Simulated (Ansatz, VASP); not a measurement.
**SrO: VASP beside Ansatz**

File INCAR:

```
SYSTEM = SrO
  PREC = Accurate
  ENCUT = 520
  EDIFF = 1E-6
  ISMEAR = -1
  SIGMA = 0.02
  LREAL = .False.
  LASPH = .True.
  NELM = 80
  ALGO = Normal
  ISIF = 2
  LWAVE = .False.
  LCHARG = .False.
  GGA = PE
  NBANDS = 15
```

File KPOINTS:

```
Automatic mesh
0
Gamma
  8 8 8
  0 0 0
```

POSCAR

```
SrO
1.0
    0.0000000000      2.6119353577      2.6119353577
    2.6119353577      0.0000000000      2.6119353577
    2.6119353577      2.6119353577      0.0000000000
Sr O
1 1
Direct
    0.0000000000      0.0000000000      0.0000000000
    0.5000000000      0.5000000000      0.5000000000
```

Input for Ansatz:

```yaml
crystal:
  lattice:
    - [0.0, 2.6119353577, 2.6119353577]
    - [2.6119353577, 0.0, 2.6119353577]
    - [2.6119353577, 2.6119353577, 0.0]
  atoms:
    - { symbol: Sr, position: [0.0, 0.0, 0.0] }
    - { symbol: O, position: [0.5, 0.5, 0.5] }
kpoints:
  mp_grid: { grid: [8, 8, 8] }
scf:
  occupations: { method: fermi_dirac, width: 0.02 }
hamiltonian:
  xc: pbe
  pseudopotentials: { kind: all_electron, lapw: { basis_error: 0.00025 } }
output:
  forces: true
  stress: true
  eigenvalues: true
```

Change from the starting cell: volume scaled by 1.05.

Alike in both runs: task single point; functional PBE; k mesh 8 × 8 × 8; occupations fermi-dirac, width 0.02 eV; no spin polarisation.

```csv
,VASP,Ansatz
version,VASP 6.6.1,Ansatz 0.2.0
potentials or method,"VASP PAW PBE potentials, release 64 (Sr_sv, O), cutoff 520 eV","all-electron LAPW, scalar-relativistic"
```

|  | VASP | Ansatz | Ansatz less VASP |
| --- | --- | --- | --- |
| gap on the k mesh at the Fermi level (eV) | 3.29 | 3.33 | +0.043 |
| pressure (GPa) | -0.9 | -1.4 | -0.47 |

Ansatz ran all-electron here, and VASP with PAW potentials.
